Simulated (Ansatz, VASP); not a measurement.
**One calculation of Rb, two programs**

File INCAR:

```
PREC = Accurate ; ENCUT = 520
EDIFF = 1E-6 ; ISMEAR = 1
SIGMA = 0.1 ; LREAL = False
LASPH = True ; NELM = 100
ALGO = Normal ; ISIF = 2
LWAVE = False ; LCHARG = False
NBANDS = 10
```

File KPOINTS:

```
regular mesh
0
Gamma
  8 8 8
```

The input POSCAR:

```
Rb
1.0
   -2.6859640533      2.6859640533      2.6859640533
    2.6859640533     -2.6859640533      2.6859640533
    2.6859640533      2.6859640533     -2.6859640533
Rb
1
Direct
    0.0000000000      0.0000000000      0.0000000000
```

Input for Ansatz:

```yaml
crystal:
  lattice:
    - [-2.6859640533, 2.6859640533, 2.6859640533]
    - [2.6859640533, -2.6859640533, 2.6859640533]
    - [2.6859640533, 2.6859640533, -2.6859640533]
  atoms:
    - { symbol: Rb, position: [0.0, 0.0, 0.0] }
hamiltonian:
  xc: lda
  pseudopotentials:
    kind: paw
    azcp:
      Rb: "pseudopotentials/Rb.paw.azcp"
basis:
  ecutwfc: 420
  fft_grid_basis: typed
kpoints:
  mp_grid: { grid: [8, 8, 8], shift: [0, 0, 0] }
magnetization:
  spin_polarized: false
scf:
  occupations: { method: cold, width: 0.1 }
  lower_state_search: "off"
output:
  stress: true
  write_density: true
  write_potential: true
  elf: true
  volumetric_format: npy
```

Alike in both runs: task single point; functional LDA; k mesh 8 × 8 × 8; no spin polarisation.

```csv
,VASP,Ansatz
version,VASP 6.6.1,Ansatz 0.2.0
potentials or method,"VASP PAW LDA potentials, release 64 (Rb_sv), cutoff 520 eV","plane waves (420 eV) with PAW, scalar-relativistic"
occupations,"methfessel-paxton of order 1, width 0.1 eV","cold, width 0.1 eV"
valence electrons in the cell,9,9
```

|  | VASP | Ansatz | Ansatz less VASP |
| --- | --- | --- | --- |
| pressure (GPa) | 0.0 | 0.0 | 0.00 |

Ansatz warns that its potentials were made for another functional, while VASP's fit it. LDA's correlation is that of Perdew and Zunger in VASP and of Perdew and Wang (1992) in Ansatz.
